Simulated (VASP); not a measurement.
# HBr (Fmmm) in VASP: single point with r2SCAN

Aim: the single point of HBr with r2SCAN.

Program: VASP 6.6.1. These are calculated values, not measurements. Logs are shortened: lines on timing, memory, paths and dates and some standing lists are left out, and cuts for length are marked.

### 1 The cell of the first run

It takes space group Fmmm (No. 69, orthorhombic). The conventional cell has a = 5.555 Å, b = 5.640 Å, c = 6.063 Å, α = 90.00°, β = 90.00°, γ = 90.00°. Within 3.7 Å of H (site symmetry mmm) lie 6 Br at 2.78 to 3.03 Å. Br (site symmetry mmm) has 6 H at 2.78 to 3.03 Å within 3.7 Å.

### 2 Single point, r2SCAN

POSCAR reads:

```
HBr
1.0
    0.0000000000      2.8200000000      3.0315000000
    2.7775000000      0.0000000000      3.0315000000
    2.7775000000      2.8200000000      0.0000000000
H Br
1 1
Direct
    0.0000000000      0.0000000000      0.0000000000
    0.5000000000      0.5000000000      0.5000000000
```

INCAR.step1 reads:

```
PREC = Accurate ; ENCUT = 520
ISMEAR = 0 ; SIGMA = 0.15
LREAL = False ; LASPH = True
NELM = 100 ; NBANDS = 11
GGA = PE ; ALGO = Normal
EDIFF = 1E-4 ; LWAVE = True
LCHARG = False
```

INCAR.step2 reads:

```
PREC = Accurate ; ENCUT = 520
EDIFF = 1E-7 ; ISMEAR = 0
SIGMA = 0.15 ; LREAL = False
LASPH = True ; NELM = 100
ALGO = Normal ; ISIF = 2
LWAVE = False ; LCHARG = False
METAGGA = R2SCAN ; LMIXTAU = True
NBANDS = 11 ; ISTART = 1
```

KPOINTS reads:

```
Automatic mesh
0
Gamma
  14 14 14
```

Potentials or basis: VASP PAW PBE potentials, release 64 (H, Br).

On the command line:

```bash
> cat potpaw_PBE.64/H/POTCAR potpaw_PBE.64/Br/POTCAR > POTCAR
> cp INCAR.step1 INCAR
> mpirun -np 1 vasp_std > vasp.out
> cp INCAR.step2 INCAR
> mpirun -np 1 vasp_std > vasp.out
```

OUTCAR:

```text
PREC = Accurate
   ENCUT = 520
   EDIFF = 1E-7
   ISMEAR = 0
   LREAL = False
   LASPH = True
   NELM = 100
   ISIF = 2
   METAGGA = R2SCAN
   ISTART = 1

 ion  position               nearest neighbor table
   1  0.000  0.000  0.000-
   2  0.500  0.500  0.500-

  LATTYP: Found a face centered orthorhombic cell.
 ALAT       =     5.5550000000
 B/A-ratio  =     1.0153015302
 C/A-ratio  =     1.0914491449

  Lattice vectors:

 A1 = (   0.0000000000,   2.8200000000,   3.0315000000)
 A2 = (   2.7775000000,   0.0000000000,   3.0315000000)
 A3 = (   2.7775000000,   2.8200000000,   0.0000000000)

Analysis of symmetry for initial positions (statically):
=====================================================================
 Subroutine PRICEL returns:
 Original cell was already a primitive cell.

 Routine SETGRP: Setting up the symmetry group for a
 face centered orthorhombic supercell.

 Subroutine GETGRP returns: Found  8 space group operations
 (whereof  8 operations were pure point group operations)
 out of a pool of  8 trial point group operations.

The static configuration has the point symmetry D_2h.

Analysis of symmetry for dynamics (positions and initial velocities):
=====================================================================
 Subroutine PRICEL returns:
 Original cell was already a primitive cell.

 Routine SETGRP: Setting up the symmetry group for a
 face centered orthorhombic supercell.

 Subroutine GETGRP returns: Found  8 space group operations
 (whereof  8 operations were pure point group operations)
 out of a pool of  8 trial point group operations.

The dynamic configuration has the point symmetry D_2h.

 Subroutine INISYM returns: Found  8 space group operations
 (whereof  8 operations are pure point group operations),
 and found     1 'primitive' translations

----------------------------------------------------------------------------------------

                                     Primitive cell

  volume of cell :      47.4888

  direct lattice vectors                    reciprocal lattice vectors
     0.000000000  2.820000000  3.031500000    -0.180018002  0.177304965  0.164934851
     2.777500000  0.000000000  3.031500000     0.180018002 -0.177304965  0.164934851
     2.777500000  2.820000000  0.000000000     0.180018002  0.177304965 -0.164934851

  length of vectors
     4.140337215  4.111508057  3.958144294     0.301740015  0.301740015  0.301740015

  position of ions in fractional coordinates (direct lattice)
     0.000000000  0.000000000  0.000000000
     0.500000000  0.500000000  0.500000000

  ion indices of the primitive-cell ions
   primitive index   ion index
                 1           1
                 2           2

----------------------------------------------------------------------------------------

 KPOINTS: Automatic mesh

Automatic generation of k-mesh.
 Grid dimensions read from file:
 generate k-points for:   14   14   14

 Generating k-lattice:

  Cartesian coordinates                     Fractional coordinates (reciprocal lattice)
    -0.012858429  0.012664640  0.011781061     0.071428571  0.000000000  0.000000000
     0.012858429 -0.012664640  0.011781061     0.000000000  0.071428571  0.000000000
     0.012858429  0.012664640 -0.011781061     0.000000000  0.000000000  0.071428571

  Length of vectors
     0.021552858  0.021552858  0.021552858

  Shift w.r.t. Gamma in fractional coordinates (k-lattice)
     0.000000000  0.000000000  0.000000000

 Subroutine IBZKPT returns following result:
 ===========================================

 Found    428 irreducible k-points:

 Following reciprocal coordinates:
            Coordinates               Weight
  0.000000  0.000000  0.000000      1.000000
  0.071429 -0.000000 -0.000000      8.000000
  0.142857 -0.000000 -0.000000      8.000000
  0.214286 -0.000000 -0.000000      8.000000
  0.285714 -0.000000  0.000000      8.000000
  0.357143 -0.000000 -0.000000      8.000000
[... 16 lines left out ...]
  0.214286  0.142857  0.000000      8.000000
  0.285714  0.142857  0.000000      8.000000
 [... further k-points ...]
   k-points           NKPTS =    428   k-points in BZ     NKDIM =    428   number of bands    NBANDS=     11
   number of dos      NEDOS =    301   number of ions     NIONS =      2
   total plane-waves  NPLWV =  30720
   dimension x,y,z NGX =    32 NGY =   32 NGZ =   30
   dimension x,y,z NGXF=    64 NGYF=   64 NGZF=   60
   ions per type =               1   1
   NGX,Y,Z   is equivalent  to a cutoff of  12.85, 12.94, 12.60 a.u.
   NGXF,Y,Z  is equivalent  to a cutoff of  25.70, 25.88, 25.20 a.u.
 SYSTEM =  unknown system
   PREC   = accura    normal or accurate (medium, high low for compatibility)
   ISTART =      1    job   : 0-new  1-cont  2-samecut
   ICHARG =      0    charge: 1-file 2-atom 10-const
   ISPIN  =      1    spin polarized calculation?
   LNONCOLLINEAR =      F non collinear calculations
   LSORBIT =      F    spin-orbit coupling
   LASPH  =      T    aspherical Exc in radial PAW
   ENCUT  =  520.0 eV  38.22 Ry    6.18 a.u.   7.70  7.64  7.36*2*pi/ulx,y,z
   NELM   =    100;   NELMIN=  2; NELMDL=  0     # of ELM steps
   EDIFF  = 0.1E-06   stopping-criterion for ELM
   LREAL  =      F    real-space projection
   EDIFFG = 0.1E-05   stopping-criterion for IOM
   NSW    =      0    number of steps for IOM
   IBRION =     -1    ionic relax: 0-MD 1-quasi-New 2-CG
   NFREE  =      0    steps in history (QN), initial steepest desc. (CG)
   ISIF   =      2    stress and relaxation
   ISYM   =      2    0-nonsym 1-usesym 2-fastsym
   POTIM  = 0.5000    time-step for ionic-motion
   TEBEG  =    0.0;   TEEND  =   0.0 temperature during run
   PSTRESS=    0.0 pullay stress
   NELECT =       8.0000    total number of electrons
   NUPDOWN=      -1.0000    fix difference up-down
   EMIN   =  10.00;   EMAX   =-10.00  energy-range for DOS
   EFERMI =   0.00;   METHOD = LEGACY
   ISMEAR =     0;   SIGMA  =   0.15  broadening in eV -4-tet -1-fermi 0-gaus
   EFERMI_NEDOS =   21; number of points for ismear=-14 and -15
   IALGO  =     38    algorithm
   IMIX   =      4    mixing-type and parameters
     AMIX     =   0.40;   BMIX     =  1.00
     AMIX_MAG =   1.60;   BMIX_MAG =  1.00
  volume/ion in A,a.u.               =      23.74       160.23
  Fermi-wavevector in a.u.,A,eV,Ry     =   0.904152  1.708599 11.122628  0.817490
  Thomas-Fermi vector in A             =   2.027564
   LORBIT       =      0    0 simple, 1 ext, 2 COOP (PROOUT), +10 PAW based schemes
   METAGGA = R2SCAN    functional components
   LHFCALC =     F    Hartree Fock is set to
   AEXX    =    0.0000 exact exchange contribution
   IVDW    =     0    specifies the selected vdW correction
   LEPSILON=     F    determine dielectric tensor
   LRPA    =     F    only Hartree local field effects (RPA)
 non-spin polarized calculation
 Gauss-broadening in eV      SIGMA  =   0.15
  energy-cutoff  :      520.00
  volume of cell :       47.49
 maximum number of plane-waves:      1300
   NGX = 15   NGY = 15   NGZ = 15

 number of electron       8.0000000 magnetization

 Free energy of the ion-electron system (eV)
  ---------------------------------------------------
  ext. energy  EPLUGINS =         0.00000000
  ---------------------------------------------------
  free energy    TOTEN  =       -14.17123125 eV

  energy without entropy =      -14.16434140  energy(sigma->0) =      -14.16778632

 E-fermi :  -2.2499     XC(G=0):  -7.9526

 val. band max:       -2.2667495372   @ k =   0.0000   0.0000   0.0000
 cond. band min:      -2.2307376987   @ k =   0.5000  -0.0714   0.4286
 fundamental gap:      0.0360118384
 Fermi energy:        -2.2499232878

 k-point     1 :       0.0000    0.0000    0.0000
  band No.  band energies     occupation
      1     -16.1163      2.00000
      2      -2.6669      1.99992
      3      -2.3819      1.78668
      4      -2.3425      1.61712
      5      -2.2667      1.12605
      6       8.3722      0.00000
      7       9.4675      0.00000
      8       9.9696      0.00000
      9      10.0672      0.00000
     10      12.0641      0.00000
     11      12.6174      0.00000

 k-point     2 :       0.0714   -0.0000   -0.0000
  band No.  band energies     occupation
      1     -16.0997      2.00000
      2      -3.1527      2.00000
      3      -2.3674      1.73215
      4      -2.3036      1.38731
      5      -1.8896      0.00068
      6       8.2597      0.00000
      7       9.4291      0.00000
      8       9.8293      0.00000
      9      10.0893      0.00000
     10      11.5825      0.00000
     11      12.2455      0.00000

 k-point     3 :       0.1429   -0.0000   -0.0000
  band No.  band energies     occupation
      1     -16.0528      2.00000
      2      -3.7652      2.00000
      3      -2.3816      1.78568
      4      -2.3514      1.66118
      5      -1.3704      0.00000
      6       7.7930      0.00000
      7       9.3520      0.00000
      8       9.7111      0.00000
      9      10.1804      0.00000
     10      11.1889      0.00000
     11      11.5588      0.00000

 k-point     4 :       0.2143   -0.0000   -0.0000
  band No.  band energies     occupation
      1     -15.9834      2.00000
      2      -4.3447      2.00000
      3      -2.4212      1.89362
      4      -2.4008      1.84504
      5      -0.9257      0.00000
      6       7.0848      0.00000
      7       9.2593      0.00000
      8       9.7009      0.00000
      9       9.9575      0.00000
     10      11.4347      0.00000
     11      11.5160      0.00000
[... 239 lines left out ...]
 k-point    22 :       0.1429    0.1429    0.0000
  band No.  band energies     occupation
      1     -16.0466      2.00000
      2      -3.5270      2.00000
      3      -2.5028      1.98289
      4      -2.4559      1.94790
      5      -1.5896      0.00000
      6       7.7291      0.00000
      7       8.6481      0.00000
      8      10.3798      0.00000
      9      10.4118      0.00000
     10      11.2626      0.00000
     11      13.1372      0.00000

 k-point    23 :       0.2143    0.1429    0.0000
  band No.  band energies     occupation
      1     -16.0013      2.00000
      2      -3.8678      2.00000
      3      -2.5502      1.99535
      4      -2.5091      1.98547
      5      -1.4103      0.00000
      6       7.5074      0.00000
      7       8.3912      0.00000
      8      10.5185      0.00000
      9      10.6709      0.00000
     10      11.1543      0.00000
     11      12.9163      0.00000

 k-point    24 :       0.2857    0.1429    0.0000
  band No.  band energies     occupation
      1     -15.9366      2.00000
      2      -4.3128      2.00000
      3      -2.6229      1.99956
      4      -2.5635      1.99689
      5      -1.1467      0.00000
      6       7.1361      0.00000
      7       8.3302      0.00000
      8      10.3603      0.00000
      9      10.7058      0.00000
     10      11.4821      0.00000
     11      12.9427      0.00000

 [... further k-points ...]
[... 5 lines left out ...]
  --------------------------------------------------------------------------------------
  -------------------------------------------------------------------------------------
  Total       -3.1028493     -2.6888445     -1.3566302      0.0000000      0.0000000      0.0000000
  in kB     -104.6840519    -90.7163411    -45.7700418      0.0000000      0.0000000      0.0000000
  external PRESSURE =     -80.3901449 kB  Pullay stress =       0.0000000 kB

 VOLUME and BASIS-vectors are now :
 -----------------------------------------------------------------------------
  energy-cutoff  :      520.00
  volume of cell :       47.49
      direct lattice vectors                 reciprocal lattice vectors
     0.000000000  2.820000000  3.031500000    -0.180018002  0.177304965  0.164934851
     2.777500000  0.000000000  3.031500000     0.180018002 -0.177304965  0.164934851
     2.777500000  2.820000000  0.000000000     0.180018002  0.177304965 -0.164934851

 POSITION                                       TOTAL-FORCE (eV/Angst)
 -----------------------------------------------------------------------------------
      0.00000      0.00000      0.00000         0.000000      0.000000      0.000000
      2.77750      2.82000      3.03150         0.000000     -0.000000      0.000000
 -----------------------------------------------------------------------------------
    total drift:                               -0.000000     -0.000000      0.000000

  FREE ENERGIE OF THE ION-ELECTRON SYSTEM (eV)
  ---------------------------------------------------
  free  energy   TOTEN  =       -14.1712312513 eV

  energy  without entropy=      -14.1643413971  energy(sigma->0) =      -14.16778632
```

Wall time 17 min (1 thread of Intel Xeon 8259CL, shared host); peak memory 0.36 GiB.

What came out:

```
Free energy            : -14.1712 eV
Pressure               : -8.0 GPa
Band gap on the k mesh : zero (bands 4 and 5 overlap by 0.54 eV)
```

Levels at points of the mesh, in eV from the Fermi level:
| k point | band 1 | band 2 | band 3 | band 4 | band 5 | band 6 | band 7 | band 8 | band 9 |
| --- | --- | --- | --- | --- | --- | --- | --- | --- | --- |
| (0.00, 0.00, 0.00) | -13.87 | -0.42 | -0.13 | -0.09 | -0.02 | 10.62 | 11.72 | 12.22 | 12.32 |
| (0.50, 0.00, 0.00) | -13.51 | -3.33 | -0.37 | -0.21 | 2.15 | 7.66 | 10.43 | 10.99 | 14.17 |
| (0.50, 0.50, 0.00) | -13.48 | -1.96 | -0.73 | -0.65 | -0.48 | 9.14 | 12.14 | 14.52 | 15.14 |
| (0.50, 0.00, 0.50) | -13.39 | -2.01 | -1.05 | -0.64 | -0.57 | 8.87 | 12.89 | 14.14 | 14.17 |
| (0.00, 0.50, 0.50) | -13.37 | -2.01 | -1.05 | -0.71 | -0.59 | 8.80 | 13.06 | 14.20 | 14.20 |

Caveat: the stress differs along the axes, from -10 to -5 GPa; the PAW data sets were made with another functional, which shifts forces and pressure a little.

The gap in the log of VASP goes by the Fermi energy; the results here count the filled bands.